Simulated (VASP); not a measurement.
Set up this calculation in VASP 6.6.1, as the native input.

```
Task                   : single point
Functional             : PBE
Potentials or basis    : VASP PAW PBE potentials, release 64 (Te, Pb_d)
Cutoff                 : 520 eV
k mesh                 : 6 × 6 × 4
Occupations            : gaussian, width 0.02 eV
Spin                   : no spin polarisation
Dipole correction      : no
Further INCAR settings : ALGO = Normal; EDIFF = 1e-06; NBANDS = 28
```

The structure of TePb lies in POSCAR:

```
TePb
1.0
    3.1369886903      3.1369886903      0.0000000000
   -3.3217589666      3.3217589666      0.0000000000
    0.0000000000      0.0000000000      6.6435179331
Te Pb
2 2
Direct
    0.0000000000      0.0000000000      0.0000000000
    0.5000000000      0.5000000000      0.5000000000
    0.5000000000      0.5000000000      0.0000000000
    0.0000000000      0.0000000000      0.5000000000
```

This cell differs from its parent crystal: uniaxial strain along a: -4.5 %.

These files were run (other wordings do the same):

INCAR

```
PREC     = Accurate       # precision mode
ENCUT    = 520            # plane-wave cutoff, eV
EDIFF    = 1E-6           # SCF threshold, eV
ISMEAR   = 0              # smearing method
SIGMA    = 0.02           # smearing width, eV
LREAL    = False          # projectors in reciprocal space
LASPH    = True           # aspherical terms in the spheres
NELM     = 100            # most SCF steps
ALGO     = Normal         # electronic algorithm
ISIF     = 2              # what is computed and relaxed
LWAVE    = False          # write WAVECAR
LCHARG   = False          # write CHGCAR
GGA      = PE             # functional
NBANDS   = 28             # bands
```

KPOINTS

```
Automatic mesh
0
Gamma
  6 6 4
```

Potentials or basis: VASP PAW PBE potentials, release 64 (Te, Pb_d).

Command:

```console
$ cat potpaw_PBE.64/Te/POTCAR potpaw_PBE.64/Pb_d/POTCAR > POTCAR
$ mpirun -np 1 vasp_std > vasp.out
```

Results of the run:

```json
{
 "Pressure": "1.0 GPa",
 "Band gap on the k mesh": "0.47 eV"
}
```

Caveat: the cell differs from its parent crystal (uniaxial strain along a: -4.5 %); spin-orbit coupling is left out, which moves the levels of the heavy elements.

It took 91 s on 1 thread of AMD EPYC 9R45 (Zen 5), on a shared host, peak memory 0.3 GiB.
